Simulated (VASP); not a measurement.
Set up this calculation in VASP 6.6.1, as the native input.

```
Task                   : single point
Functional             : PBE
Potentials or basis    : VASP PAW PBE potentials, release 64 (Sr_sv, Zn)
Cutoff                 : 520 eV
k mesh                 : 5 × 5 × 5
Occupations            : fermi-dirac, width 0.05 eV
Spin                   : no spin polarisation
Dipole correction      : no
Further INCAR settings : ALGO = Normal; EDIFF = 1e-06; NBANDS = 29
```

The structure of Sr3Zn lies in POSCAR:

```
Sr3Zn
1.0
    5.5520547697      0.0000000000      0.0000000000
    0.0000000000      5.5520547697      0.0000000000
    0.0000000000      0.0000000000      5.5520547697
Sr Zn
3 1
Direct
    0.0000000000      0.5000000000      0.5000000000
    0.5000000000      0.5000000000      0.0000000000
    0.5000000000      0.0000000000      0.5000000000
    0.0000000000      0.0000000000      0.0000000000
```

One way to write it, as run:

INCAR

```
  ALGO = Normal
  EDIFF = 1E-6
  ENCUT = 520
  GGA = PE
  ISIF = 2
  ISMEAR = -1
  LASPH = True
  LCHARG = False
  LREAL = False
  LWAVE = False
  NBANDS = 29
  NELM = 60
  PREC = Accurate
  SIGMA = 0.05
```

KPOINTS

```
k-points
0
Gamma
  5 5 5
```

Potentials or basis: VASP PAW PBE potentials, release 64 (Sr_sv, Zn).

Command:

```bash
$ cat potpaw_PBE.64/Sr_sv/POTCAR potpaw_PBE.64/Zn/POTCAR > POTCAR
$ mpirun -np 1 vasp_std > vasp.out
```

It gave:

```yaml
Pressure: -0.4 GPa
Band_gap_on_the_k_mesh: zero (bands 21 and 22 overlap by 0.44 eV)
```

Wall time 41 s on 1 thread of Intel(R) Xeon(R) Platinum 8259CL CPU @ 2.50GHz (Skylake/Cascade Lake), with other jobs on the host, peak memory 0.27 GiB.
